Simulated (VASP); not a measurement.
Wanted: the native input for a VASP 6.6.1 run.

```
Task                   : single point
Functional             : PBEsol
Potentials or basis    : VASP PAW PBE potentials, release 64 (Hg)
Cutoff                 : 520 eV
k mesh                 : 18 × 18 × 10
Occupations            : gaussian, width 0.15 eV
Spin                   : no spin polarisation
Dipole correction      : no
Further INCAR settings : ALGO = Fast; EDIFF = 1e-06; NBANDS = 19
```

The structure of Hg lies in POSCAR:

```
Hg
1.0
    3.2576875949      0.0000000000      0.0000000000
   -1.6288437974      2.8212402147      0.0000000000
    0.0000000000      0.0000000000      6.1967767700
Hg
2
Direct
    0.6666666667      0.3333333333      0.7500000000
    0.3333333333      0.6666666667      0.2500000000
```

This cell differs from its parent crystal: ratio of the length along z to the lengths across it x 1.2, volume and fractional coordinates fixed.

These files were run (other wordings do the same):

INCAR

```
  PREC = Accurate
  ENCUT = 520
  EDIFF = 1E-6
  ISMEAR = 0
  SIGMA = 0.15
  LREAL = False
  LASPH = True
  NELM = 80
  ALGO = Fast
  ISIF = 2
  LWAVE = False
  LCHARG = False
  GGA = PS
  NBANDS = 19
```

KPOINTS

```
regular mesh
0
Gamma
  18 18 10
```

Potentials or basis: VASP PAW PBE potentials, release 64 (Hg).

Command:

```sh
$ cat potpaw_PBE.64/Hg/POTCAR > POTCAR
$ mpirun -np 1 vasp_std > vasp.out
```

It gave:

```yaml
Pressure: -2.4 GPa
Band_gap_on_the_k_mesh: zero (bands 12 and 13 overlap by 1.17 eV)
```

Caveat: the PAW data sets were made with another functional, which shifts forces and pressure a little; spin-orbit coupling is left out, which moves the levels of the heavy elements.

It took 99 s on 1 thread of Intel Xeon 8259CL, with other jobs on the host, peak memory 0.31 GiB.
